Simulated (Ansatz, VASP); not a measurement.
Two plane-wave programs on Te2Mo

```
Te Mo
1.0
     3.47065    0.00000    0.00000
    -1.73533    3.00567    0.00000
     0.00000    0.00000   13.78474
Te Mo
4 2
Direct
  0.66667 0.33333 0.37900
  0.33333 0.66667 0.87900
  0.66667 0.33333 0.12100
  0.33333 0.66667 0.62100
  0.66667 0.33333 0.75000
  0.33333 0.66667 0.25000
```

Alike in both runs: task single point; functional r2SCAN; dispersion D4; k mesh 9 × 9 × 2; occupations fermi-dirac, width 0.05 eV; no spin polarisation.

|  | VASP | Ansatz |
| --- | --- | --- |
| version | VASP 6.6.1 | Ansatz 0.2.0 |
| potentials or method | VASP PAW PBE potentials, release 64 (Te, Mo_sv) | Ansatz PAW |
| plane-wave cutoff (eV) | 520 | 500 |
| valence electrons in the cell | 52 | 92 |

```tsv
	VASP	Ansatz	Ansatz less VASP
gap on the k mesh at the Fermi level (eV)	0.87	0.87	+0.008
least direct gap on the mesh (eV)	1.19	1.19	-0.002
pressure (GPa)	6.1	5.9	-0.13
traceless stress, the component that is largest in VASP (GPa)	0.34	0.27	-0.068
rms of the force components (eV/Å)	0.263	0.250	-0.0136
```

VASP's potentials were made for PBE, not for r2SCAN. Atom by atom the forces differ by 0.014 eV/Å (rms over components). VASP's potentials hold 52 valence electrons a cell and Ansatz's 92, so a difference there can come from the potentials and not from the codes.

Spin-orbit coupling is off throughout. Noted on Ansatz's run: odd divisions of the mesh miss points on the zone boundary, where band edges often lie, so the gap on the mesh can be too wide.
